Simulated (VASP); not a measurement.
SiNi3: single point with LDA

The system is SiNi3.

```xyz
4
Lattice="3.5420 0.0000 0.0000 0.0000 3.5420 0.0000 0.0000 0.0000 3.5420" Properties=species:S:1:pos:R:3 pbc="T T T"
Ni    1.7710    1.7710    0.0000
Ni    1.7710    0.0000    1.7710
Ni    0.0000    1.7710    1.7710
Si    0.0000    0.0000    0.0000
```

| Property | Result |
| --- | --- |
| Program | VASP 6.6.1 |
| Task | single point |
| Functional | LDA |
| Potentials or basis | VASP PAW LDA potentials, release 64 (Ni, Si) |
| Cutoff | 520 eV |
| k mesh | 8 × 8 × 8 |
| Occupations | fermi-dirac, width 0.05 eV |
| Spin | collinear spin, ferromagnetic start |
| Starting moments | [1.0, 1.0, 1.0, 0.0] μB |

```json
{
 "Pressure": "-19.9 GPa",
 "Band gap on the k mesh": "zero (filled and empty bands overlap)",
 "Net moment": "0.00 μB per cell",
 "Valence electrons inside the program's atomic spheres": "Ni 9.42; Si 1.54"
}
```

Levels at points of the mesh, in eV from the Fermi level:
Spin up:
```tsv
k point	band 13	band 14	band 15	band 16	band 17	band 18	band 19	band 20	band 21	band 22
(0.00, 0.00, 0.00)	-0.80	-0.57	-0.57	-0.28	0.02	0.02	0.02	4.51	6.24	6.24
(0.50, 0.00, 0.00)	-1.27	-1.22	-1.09	-0.51	0.02	3.52	3.52	4.91	5.22	5.22
(0.50, 0.50, 0.00)	-1.36	-1.34	-1.07	-0.97	-0.92	0.63	0.63	5.43	6.20	7.60
(0.50, 0.50, 0.50)	-1.36	-1.20	-1.20	-0.29	-0.20	-0.20	-0.20	1.07	3.89	3.89
```
Spin down:
| k point | band 13 | band 14 | band 15 | band 16 | band 17 | band 18 | band 19 | band 20 | band 21 | band 22 |
| --- | --- | --- | --- | --- | --- | --- | --- | --- | --- | --- |
| (0.00, 0.00, 0.00) | -0.80 | -0.57 | -0.57 | -0.28 | 0.02 | 0.02 | 0.02 | 4.51 | 6.24 | 6.24 |
| (0.50, 0.00, 0.00) | -1.27 | -1.22 | -1.09 | -0.51 | 0.02 | 3.52 | 3.52 | 4.91 | 5.22 | 5.22 |
| (0.50, 0.50, 0.00) | -1.36 | -1.34 | -1.07 | -0.97 | -0.92 | 0.63 | 0.63 | 5.43 | 6.20 | 7.60 |
| (0.50, 0.50, 0.50) | -1.36 | -1.20 | -1.20 | -0.29 | -0.20 | -0.20 | -0.20 | 1.07 | 3.89 | 3.89 |

It took 2.7 min on 1 thread of Intel Xeon 8259CL, with other jobs on the host, peak memory 0.19 GiB.
